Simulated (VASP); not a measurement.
A run of VASP 6.6.1 is set up as follows.

File INCAR:

```
SYSTEM = P
PREC     = Accurate       ! precision mode
ENCUT    = 600            ! plane-wave cutoff, eV
EDIFF    = 1E-6           ! SCF threshold, eV
ISMEAR   = 0              ! smearing method
SIGMA    = 0.1            ! smearing width, eV
LREAL    = .False.        ! projectors in reciprocal space
LASPH    = .True.         ! aspherical terms in the spheres
NELM     = 100            ! most SCF steps
ALGO     = Normal         ! electronic algorithm
ISIF     = 3              ! what is computed and relaxed
LWAVE    = .False.        ! write WAVECAR
LCHARG   = .False.        ! write CHGCAR
GGA      = PE             ! functional
IBRION   = 2              ! ionic algorithm
NSW      = 90             ! ionic steps
EDIFFG   = -0.04          ! ionic threshold
```

The input KPOINTS:

```
Automatic mesh
0
Gamma
  3 3 4
  0 0 0
```

File POSCAR:

```
P
1.0
    5.9305421300      0.0000000000      0.0000000000
   -2.9652710600      5.1360001400      0.0000000000
    0.0000000000      0.0000000000      5.0322315600
P
6
Direct
    0.8000000000      0.4000000000      0.1666666700
    0.6000000000      0.4000000000      0.8333333300
    0.6000000000      0.2000000000      0.5000000000
    0.2000000000      0.6000000000      0.1666666700
    0.4000000000      0.6000000000      0.8333333300
    0.4000000000      0.8000000000      0.5000000000
```

Potentials or basis: VASP PAW PBE potentials, release 64 (P).

Launch:

```sh
$ cat potpaw_PBE.64/P/POTCAR > POTCAR
$ mpirun -np 1 vasp_std > vasp.out
```

Problem. Estimate the band gap on the k mesh.

Solution. Zero (band 15 reaches 1.78 eV, above the bottom of band 16 at 1.50 eV).

Problem. What does it give for the space group after relaxing (to 0.05 Å)?

Solution. P6_222 (No. 180).

Forces on the atoms (eV/Å):
```
P    0.029  0.017  0.000
P   -0.029  0.017  0.000
P    0.000 -0.033  0.000
P   -0.029 -0.017  0.000
P    0.029 -0.017  0.000
P    0.000  0.033  0.000
```

Caveat: the k points lie up to 0.38 Å⁻¹ apart in the final cell.
